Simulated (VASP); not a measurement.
A run of VASP 6.6.1 is set up as follows.

File INCAR:

```
PREC = Accurate ; ENCUT = 500
EDIFF = 1E-7 ; ISMEAR = 0
SIGMA = 0.2 ; LREAL = False
LASPH = True ; NELM = 200
ALGO = Normal ; ISIF = 3
LWAVE = False ; LCHARG = False
GGA = PE ; IBRION = 2
NSW = 36 ; EDIFFG = -0.08
GGA_COMPAT = False ; NELMIN = 4
LMAXMIX = 6
```

KPOINTS

```
Automatic mesh
0
Gamma
  6 6 3
```

Contents of POSCAR:

```
Dy2H
1.0
    3.6181546400      0.0000000000      0.0000000000
   -1.8090773200      3.1334138400      0.0000000000
    0.0000000000      0.0000000000      6.3532040200
Dy H
2 1
Direct
    0.0000000000      0.0000000000      0.7962619500
    0.0000000000      0.0000000000      0.2037380500
    0.3333333300      0.6666666700      0.5000000000
```

Potentials or basis: VASP PAW PBE potentials, release 64 (Dy_3, H), 4f in core.

The run is started by

```sh
$ cat potpaw_PBE.64/Dy_3/POTCAR potpaw_PBE.64/H/POTCAR > POTCAR
$ mpirun -np 1 vasp_std > vasp.out
```

Task: Predict the space group after relaxing (to 0.1 Å).

Result: P-6m2 (No. 187).

Task: What does it give for the band gap on the k mesh?

Result: Zero (an odd number of electrons rules out a gap without spin polarisation).

Task: Predict the relaxed cell.

Result: a = 3.356 Å, b = 3.356 Å, c = 6.569 Å, α = 90.00°, β = 90.00°, γ = 120.00°.

Forces in eV/Å, atoms in the order of the input:
```
Dy   0.000  0.000  0.009
Dy   0.000  0.000 -0.009
H    0.000  0.000  0.000
```

Caveat: spin-orbit coupling is left out, which moves the levels of the heavy elements; the 4f electrons are frozen in the core, so they carry no moment and show no levels. Spin polarisation is off, so any magnetic state and its effect on volume and gap are missing.
